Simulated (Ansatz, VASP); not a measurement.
Sn3Se: VASP beside Ansatz

```
Sn Se
1.0
     4.75273    0.00000    0.00000
     0.00000    4.75273    0.00000
     0.00000    0.00000    4.75273
Sn Se
3 1
Direct
  0.00000 0.39480 0.50000
  0.50000 0.89480 0.50000
  0.50000 0.39480 0.00000
  0.00000 0.00000 0.00000
```

Change from the starting cell: all Sn atoms moved -0.500 Å, as atom 1 along Cartesian [0 1 0].

Alike in both runs: task single point; functional PBE; k mesh 10 × 10 × 10; occupations gaussian, width 0.15 eV; no spin polarisation.

```csv
,VASP,Ansatz
version,VASP 6.6.1,Ansatz 0.2.0
potentials or method,"VASP PAW PBE potentials, release 64 (Sn_d, Se), cutoff 520 eV","scalar-relativistic, plane waves, PAW"
valence electrons in the cell,48,58
```

VASP gave:

* gap on the k mesh at the Fermi level (eV): none
* pressure (GPa): 1.1
* traceless stress, the component that is largest in VASP (GPa): -1.11
* rms of the force components (eV/Å): 0.120

Which values does Ansatz return?

gap on the k mesh at the Fermi level (eV): none; pressure (GPa): 1.2; traceless stress, the component that is largest in VASP (GPa): -1.10; rms of the force components (eV/Å): 0.119.

Atom by atom the forces differ by 0.002 eV/Å (rms over components). A gap of «none» marks a metal or a gap that the smearing closes. VASP's potentials hold 48 valence electrons a cell and Ansatz's 58, so a difference there can come from the potentials and not from the codes.
